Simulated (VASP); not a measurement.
A run of VASP 6.6.1:

The input INCAR:

```
PREC = Accurate ; ENCUT = 500
EDIFF = 1E-6 ; ISMEAR = -5
SIGMA = 0.05 ; LREAL = False
LASPH = True ; NELM = 200
ALGO = Normal ; ISIF = 2
LWAVE = False ; LCHARG = False
ISPIN = 2 ; MAGMOM = 0 0
LORBIT = 11 ; LMAXMIX = 4
GGA = LIBXC ; LIBXC1 = GGA_X_RPBE
LIBXC2 = GGA_C_LYP ; NBANDS = 25
GGA_COMPAT = False
```

Contents of KPOINTS:

```
Automatic mesh
0
Gamma
  11 11 6
```

File POSCAR:

```
Ru
1.0
    2.7414067100      0.0000000000      0.0000000000
   -1.3707033550      2.3741278530      0.0000000000
    0.0000000000      0.0000000000      4.3382472500
Ru
2
Direct
    0.6666666667      0.3333333333      0.7500000000
    0.3333333333      0.6666666667      0.2500000000
```

Potentials or basis: VASP PAW PBE potentials, release 64 (Ru_pv).

Command:

```bash
$ cat potpaw_PBE.64/Ru_pv/POTCAR > POTCAR
$ mpirun -np 1 vasp_std > vasp.out
```

Hardware: 1 thread of AMD EPYC 7R43 64-Core Processor (Zen 3), with other jobs on the host.

Q: How long does it take, and how much memory?

A: It took 46 s on 1 thread of AMD EPYC 7R43 64-Core Processor (Zen 3), with other jobs on the host, peak memory 0.15 GiB. Counts: scf iterations 11, k points 64.
